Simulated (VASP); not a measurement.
# Zr2TiH6 (Fm-3m) in VASP: a series of runs

Runs on Zr2TiH6. Level: PBE. Tasks: single point, relaxation of cell and atoms.

All numbers are computed with VASP 6.6.1; they aren't measurements. Logs are shortened: lines on timing, memory, paths and dates and some standing lists are left out, and cuts for length are marked.

## Step 1: The cell of the first run

The structure is cubic, space group Fm-3m (No. 225). The conventional cell has a = 6.795 Å, b = 6.795 Å, c = 6.795 Å, α = 90.00°, β = 90.00°, γ = 90.00°. Within 3.2 Å of Zr (site symmetry -43m) lie 12 H at 2.41 Å and 4 Ti at 2.94 Å. Within 2.4 Å of Ti (site symmetry m-3m) lie 6 H at 1.84 Å. H (site symmetry 4mm) has 1 Ti at 1.84 Å and 4 H at 2.21 Å within 2.4 Å.

## Step 2: Single point, PBE

Input file INCAR:

```
  PREC = Accurate
  ENCUT = 520
  EDIFF = 1E-6
  ISMEAR = 0
  SIGMA = 0.1
  LREAL = False
  LASPH = True
  NELM = 100
  ALGO = Normal
  ISIF = 2
  LWAVE = False
  LCHARG = False
  GGA = PE
  NBANDS = 31
```

Input file KPOINTS:

```
regular mesh
0
Gamma
  10 10 10
```

Input file POSCAR:

```
Zr2TiH6
1.0
    0.0000000000      3.3975555302      3.3975555302
    3.3975555302      0.0000000000      3.3975555302
    3.3975555302      3.3975555302      0.0000000000
Zr Ti H
2 1 6
Direct
    0.2500000000      0.2500000000      0.2500000000
    0.7500000000      0.7500000000      0.7500000000
    0.0000000000      0.0000000000      0.0000000000
    0.7297166568      0.2702833432      0.2702833432
    0.2702833432      0.7297166568      0.7297166568
    0.2702833432      0.7297166568      0.2702833432
    0.7297166568      0.2702833432      0.7297166568
    0.2702833432      0.2702833432      0.7297166568
    0.7297166568      0.7297166568      0.2702833432
```

Potentials or basis: VASP PAW PBE potentials, release 64 (Zr_sv, Ti_sv, H).

On the command line:

```console
cat potpaw_PBE.64/Zr_sv/POTCAR potpaw_PBE.64/Ti_sv/POTCAR potpaw_PBE.64/H/POTCAR > POTCAR
mpirun -np 1 vasp_std > vasp.out
```

OUTCAR:

```text
PREC = Accurate
   ENCUT = 520
   EDIFF = 1E-6
   ISMEAR = 0
   LREAL = False
   LASPH = True
   NELM = 100
   ISIF = 2
   GGA = PE

 ion  position               nearest neighbor table
   1  0.250  0.250  0.250-   3 2.94   3 2.94   3 2.94   3 2.94   2 3.40   2 3.40   2 3.40   2 3.40
                             2 3.40   2 3.40
   2  0.750  0.750  0.750-   3 2.94   3 2.94   3 2.94   3 2.94   1 3.40   1 3.40   1 3.40   1 3.40
                             1 3.40   1 3.40
   3  0.000  0.000  0.000-   4 1.84   5 1.84   6 1.84   7 1.84   8 1.84   9 1.84   2 2.94   2 2.94
                             1 2.94   2 2.94   2 2.94   1 2.94   1 2.94   1 2.94
   4  0.730  0.270  0.270-   3 1.84
   5  0.270  0.730  0.730-   3 1.84
   6  0.270  0.730  0.270-   3 1.84
   7  0.730  0.270  0.730-   3 1.84
   8  0.270  0.270  0.730-   3 1.84
   9  0.730  0.730  0.270-   3 1.84

  LATTYP: Found a face centered cubic cell.
 ALAT       =     6.7951110604

  Lattice vectors:

 A1 = (   0.0000000000,   3.3975555302,   3.3975555302)
 A2 = (   3.3975555302,   0.0000000000,   3.3975555302)
 A3 = (   3.3975555302,   3.3975555302,   0.0000000000)

Analysis of symmetry for initial positions (statically):
=====================================================================
 Subroutine PRICEL returns:
 Original cell was already a primitive cell.

 Routine SETGRP: Setting up the symmetry group for a
 face centered cubic supercell.

 Subroutine GETGRP returns: Found 48 space group operations
 (whereof 48 operations were pure point group operations)
 out of a pool of 48 trial point group operations.

The static configuration has the point symmetry O_h .

Analysis of symmetry for dynamics (positions and initial velocities):
=====================================================================
 Subroutine PRICEL returns:
 Original cell was already a primitive cell.

 Routine SETGRP: Setting up the symmetry group for a
 face centered cubic supercell.

 Subroutine GETGRP returns: Found 48 space group operations
 (whereof 48 operations were pure point group operations)
 out of a pool of 48 trial point group operations.

The dynamic configuration has the point symmetry O_h .

 Subroutine INISYM returns: Found 48 space group operations
 (whereof 48 operations are pure point group operations),
 and found     1 'primitive' translations

[... 112 lines left out ...]
   IBRION =     -1    ionic relax: 0-MD 1-quasi-New 2-CG
   NFREE  =      0    steps in history (QN), initial steepest desc. (CG)
   ISIF   =      2    stress and relaxation
   ISYM   =      2    0-nonsym 1-usesym 2-fastsym
   POTIM  = 0.5000    time-step for ionic-motion
   TEBEG  =    0.0;   TEEND  =   0.0 temperature during run
   PSTRESS=    0.0 pullay stress
   NELECT =      42.0000    total number of electrons
   NUPDOWN=      -1.0000    fix difference up-down
   EMIN   =  10.00;   EMAX   =-10.00  energy-range for DOS
   EFERMI =   0.00;   METHOD = LEGACY
   ISMEAR =     0;   SIGMA  =   0.10  broadening in eV -4-tet -1-fermi 0-gaus
   EFERMI_NEDOS =   21; number of points for ismear=-14 and -15
   IALGO  =     38    algorithm
   IMIX   =      4    mixing-type and parameters
     AMIX     =   0.40;   BMIX     =  1.00
     AMIX_MAG =   1.60;   BMIX_MAG =  1.00
  volume/ion in A,a.u.               =       8.72        58.81
  Fermi-wavevector in a.u.,A,eV,Ry     =   1.329377  2.512158 24.044789  1.767242
  Thomas-Fermi vector in A             =   2.458544
   LORBIT       =      0    0 simple, 1 ext, 2 COOP (PROOUT), +10 PAW based schemes
   GGA     = PE    functional components
   LHFCALC =     F    Hartree Fock is set to
   AEXX    =    0.0000 exact exchange contribution
   IVDW    =     0    specifies the selected vdW correction
   LEPSILON=     F    determine dielectric tensor
   LRPA    =     F    only Hartree local field effects (RPA)
 non-spin polarized calculation
 Gauss-broadening in eV      SIGMA  =   0.10
  energy-cutoff  :      520.00
  volume of cell :       78.44
 maximum number of plane-waves:      2148
   NGX = 17   NGY = 17   NGZ = 17

 number of electron      42.0000005 magnetization

 Free energy of the ion-electron system (eV)
  ---------------------------------------------------
  ext. energy  EPLUGINS =         0.00000000
  ---------------------------------------------------
  free energy    TOTEN  =       -47.44195065 eV

  energy without entropy =      -47.42625062  energy(sigma->0) =      -47.43410063

 E-fermi :   7.8642     XC(G=0): -11.1985

 val. band max:        7.8586166337   @ k =  -0.1000   0.1000   0.0000
 cond. band min:       7.8718340360   @ k =   0.3000   0.2000   0.1000
 fundamental gap:      0.0132174023
 Fermi energy:         7.8642159713

 k-point     1 :       0.0000    0.0000    0.0000
  band No.  band energies     occupation
      1     -47.6676      2.00000
      2     -41.4583      2.00000
      3     -41.3900      2.00000
      4     -24.0665      2.00000
      5     -24.0665      2.00000
      6     -24.0665      2.00000
[... 805 lines left out ...]
     30      11.9469      0.00000
     31      12.1119      0.00000

 [... further k-points ...]

------------------------ aborting loop because EDIFF is reached ----------------------------------------

  FORCE on cell =-STRESS in cart. coord.  units (eV):
  Direction    XX          YY          ZZ          XY          YZ          ZX
  --------------------------------------------------------------------------------------
  -------------------------------------------------------------------------------------
  Total       -0.0491643     -0.0491643     -0.0491643     -0.0000000     -0.0000000      0.0000000
  in kB       -1.0042237     -1.0042237     -1.0042237     -0.0000000     -0.0000000      0.0000000
  external PRESSURE =      -1.0042237 kB  Pullay stress =       0.0000000 kB

 VOLUME and BASIS-vectors are now :
 -----------------------------------------------------------------------------
  energy-cutoff  :      520.00
  volume of cell :       78.44
      direct lattice vectors                 reciprocal lattice vectors
     0.000000000  3.397555530  3.397555530    -0.147164629  0.147164629  0.147164629
     3.397555530  0.000000000  3.397555530     0.147164629 -0.147164629  0.147164629
     3.397555530  3.397555530  0.000000000     0.147164629  0.147164629 -0.147164629

 POSITION                                       TOTAL-FORCE (eV/Angst)
 -----------------------------------------------------------------------------------
      1.69878      1.69878      1.69878        -0.000000     -0.000000      0.000000
      5.09633      5.09633      5.09633         0.000000     -0.000000      0.000000
      0.00000      0.00000      0.00000         0.000000      0.000000      0.000000
      1.83661      3.39756      3.39756        -0.000798      0.000000      0.000000
      4.95851      3.39756      3.39756         0.000798      0.000000      0.000000
      3.39756      1.83661      3.39756         0.000000     -0.000798      0.000000
      3.39756      4.95851      3.39756         0.000000      0.000798      0.000000
      3.39756      3.39756      1.83661         0.000000      0.000000     -0.000798
      3.39756      3.39756      4.95851         0.000000      0.000000      0.000798
 -----------------------------------------------------------------------------------
    total drift:                                0.000000      0.000000      0.000000

  FREE ENERGIE OF THE ION-ELECTRON SYSTEM (eV)
  ---------------------------------------------------
  free  energy   TOTEN  =       -47.4419506452 eV

  energy  without entropy=      -47.4262506229  energy(sigma->0) =      -47.43410063
```

stdout:

```text
POSCAR found type information on POSCAR ZrTiH
 POSCAR found :  3 types and       9 ions
 scaLAPACK will be used
 LDA part: xc-table for (Slater+PW92), standard interpolation
 POSCAR, INCAR and KPOINTS ok, starting setup
 FFT: planning ... GRIDC
 FFT: planning ... GRID_SOFT
 FFT: planning ... GRID
 WAVECAR not read
 entering main loop
```

It took 77 s on 1 thread of Intel Xeon Platinum 8488C (Sapphire Rapids), shared host; peak memory 0.27 GiB.

What came out:

```
Free energy            : -47.4420 eV
Pressure               : -0.1 GPa
Band gap on the k mesh : zero (band 21 reaches 8.06 eV, above the bottom of band 22 at 7.45 eV)
```

Levels at points of the mesh, in eV from the Fermi level:
| k point | band 19 | band 20 | band 21 | band 22 | band 23 | band 24 |
| --- | --- | --- | --- | --- | --- | --- |
| (0.00, 0.00, 0.00) | 0.20 | 0.20 | 0.20 | 2.17 | 2.17 | 3.07 |
| (0.50, 0.00, 0.00) | -0.96 | -0.69 | -0.69 | 0.48 | 0.65 | 0.65 |
| (0.50, 0.50, 0.00) | -2.46 | -1.11 | -0.41 | -0.41 | 0.71 | 0.71 |

## Step 3: Relaxation of cell and atoms, PBE

This run uses another cell than the first one, of 8.74 Å³/atom, 1.003 times its volume.

Input file INCAR:

```
SYSTEM = Zr2TiH6
ALGO     = Normal         ! electronic algorithm
EDIFF    = 1E-6           ! SCF threshold, eV
EDIFFG   = -0.01          ! ionic threshold
ENCUT    = 600            ! plane-wave cutoff, eV
GGA      = PE             ! functional
IBRION   = 2              ! ionic algorithm
ISIF     = 3              ! what is computed and relaxed
ISMEAR   = 0              ! smearing method
LASPH    = .True.         ! aspherical terms in the spheres
LCHARG   = .False.        ! write CHGCAR
LREAL    = .False.        ! projectors in reciprocal space
LWAVE    = .False.        ! write WAVECAR
NELM     = 100            ! most SCF steps
NSW      = 100            ! ionic steps
PREC     = Accurate       ! precision mode
SIGMA    = 0.1            ! smearing width, eV
```

Input file KPOINTS:

```
k-points
0
Gamma
  10 10 10
  0 0 0
```

Input file POSCAR:

```
Zr2TiH6
1.0
    0.0000000000      3.4011842557      3.4011842557
    3.4011842557      0.0000000000      3.4011842557
    3.4011842557      3.4011842557      0.0000000000
Zr Ti H
2 1 6
Direct
    0.2500000000      0.2500000000      0.2500000000
    0.7500000000      0.7500000000      0.7500000000
    0.0000000000      0.0000000000      0.0000000000
    0.7296253537      0.2703746463      0.2703746463
    0.2703746463      0.7296253537      0.7296253537
    0.2703746463      0.7296253537      0.2703746463
    0.7296253537      0.2703746463      0.7296253537
    0.2703746463      0.2703746463      0.7296253537
    0.7296253537      0.7296253537      0.2703746463
```

Potentials or basis: VASP PAW PBE potentials, release 64 (Zr_sv, Ti_sv, H).

On the command line:

```console
cat potpaw_PBE.64/Zr_sv/POTCAR potpaw_PBE.64/Ti_sv/POTCAR potpaw_PBE.64/H/POTCAR > POTCAR
mpirun -np 1 vasp_std > vasp.out
```

Wall time 2.9 min (1 thread of Intel Xeon Platinum 8488C (Sapphire Rapids), shared host); peak memory 0.33 GiB.

The run converged. Its results:

| Quantity | Value |
| --- | --- |
| Free energy | -47.4445 eV |
| Relaxed volume | 8.71 Å³/atom |
| Relaxed cell | a = 4.804 Å, b = 4.804 Å, c = 4.804 Å, α = 60.00°, β = 60.00°, γ = 60.00° |
| Space group after relaxing (to 0.05 Å) | Fm-3m (No. 225) |
| Energy gained by relaxing | 0.0 meV/atom |
| Ionic steps | 2 |
| Pressure after relaxing | 0.0 GPa |
| Band gap on the k mesh | zero (band 21 reaches 8.06 eV, above the bottom of band 22 at 7.45 eV) |

Forces in eV/Å, atoms in the order of the input:
```
Zr   0.000  0.000  0.000
Zr   0.000  0.000  0.000
Ti   0.000  0.000  0.000
H    0.002  0.000  0.000
H   -0.002  0.000  0.000
H    0.000  0.002  0.000
H    0.000 -0.002  0.000
H    0.000  0.000  0.002
H    0.000  0.000 -0.002
```

The path:
```tsv
step	energy change (eV)	largest force (eV/Å)	pressure (GPa)	volume (Å³)
1	0.0000	0.0176	-0.45	78.69
2	-0.0004	0.0023	0.04	78.41
```

Final structure:
```xyz
9
Lattice="0.0000 3.3972 3.3972 3.3972 0.0000 3.3972 3.3972 3.3972 0.0000" Properties=species:S:1:pos:R:3 pbc="T T T"
Zr    1.6986    1.6986    1.6986
Zr    5.0957    5.0957    5.0957
Ti    3.3972    0.0000    3.3972
H     1.8362    3.3972    3.3972
H     4.9582    3.3972    3.3972
H     3.3972    1.8362    3.3972
H     3.3972    4.9582    3.3972
H     3.3972    3.3972    1.8362
H     3.3972    3.3972    4.9582
```

Levels at points of the mesh, in eV from the Fermi level:
| k point | band 18 | band 19 | band 20 | band 21 | band 22 | band 23 | band 24 | band 25 |
| --- | --- | --- | --- | --- | --- | --- | --- | --- |
| (0.00, 0.00, 0.00) | -4.81 | 0.20 | 0.20 | 0.20 | 2.17 | 2.17 | 3.07 | 3.07 |
| (0.50, 0.00, 0.00) | -3.45 | -0.96 | -0.69 | -0.69 | 0.48 | 0.65 | 0.65 | 2.66 |
| (0.50, 0.50, 0.00) | -3.03 | -2.46 | -1.11 | -0.41 | -0.41 | 0.71 | 0.71 | 2.48 |

(Part 1 of 2 ends here.)
